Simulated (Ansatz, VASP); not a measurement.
## MnSb in VASP and in Ansatz

```xyz
2
Lattice="0.0000 2.7675 2.8509 2.7675 0.0000 2.8509 2.7675 2.7675 0.0000" Properties=species:S:1:pos:R:3 pbc="T T T"
Mn    0.0000    0.0000    0.0000
Sb    2.7675    2.7675    2.8509
```

Change from the starting cell: stretched by +2 % along [0.0, 0.0, 1.0] at fixed volume; spin-orbit coupling, moments along 001, LAPW.

Alike in both runs: task single point; functional PBE; k mesh 9 × 9 × 9; occupations fermi-dirac, width 0.025 eV; non-collinear spin, spin-orbit coupling.

|  | VASP | Ansatz |
| --- | --- | --- |
| version | VASP 6.6.1 | Ansatz 0.2.0 |
| potentials or method | VASP PAW PBE potentials, release 64 (Mn_pv, Sb), cutoff 520 eV | all-electron LAPW |

```csv
,VASP,Ansatz,Ansatz less VASP
net moment per atom (μB),1.93,1.93,+0.002
```

Ansatz ran all-electron here, and VASP with PAW potentials.
